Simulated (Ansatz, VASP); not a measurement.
## Two plane-wave programs on InO

```
In O
1.0
     3.28093    0.00000    0.00000
    -1.64047    2.84137    0.00000
     0.00000    0.00000   15.48017
In O
2 2
Direct
  0.66667 0.33333 0.59002
  0.66667 0.33333 0.40998
  0.00000 0.00000 0.63987
  0.00000 0.00000 0.36013
```

Change from the starting cell: strain -0.050 along x and y, -0.025 along z, atoms carried along.

Alike in both runs: task single point; functional LDA; k mesh 12 × 12 × 2; occupations gaussian, width 0.03 eV; no spin polarisation.

|  | VASP | Ansatz |
| --- | --- | --- |
| version | VASP 6.6.1 | Ansatz 0.2.0 |
| potentials or method | VASP PAW LDA potentials, release 64 (In_d, O), cutoff 520 eV | scalar-relativistic, plane waves, PAW |
| valence electrons in the cell | 38 | 38 |

VASP gave:

* gap on the k mesh at the Fermi level (eV): 0.35
* least direct gap on the mesh (eV): 1.47
* rms of the force components (eV/Å): 0.434

Q: Estimate Ansatz's values.

A: gap on the k mesh at the Fermi level (eV): 0.35; least direct gap on the mesh (eV): 1.47; rms of the force components (eV/Å): 0.414.

LDA's correlation is that of Perdew and Zunger in VASP and of Perdew and Wang (1992) in Ansatz. Atom by atom the forces differ by 0.021 eV/Å (rms over components).
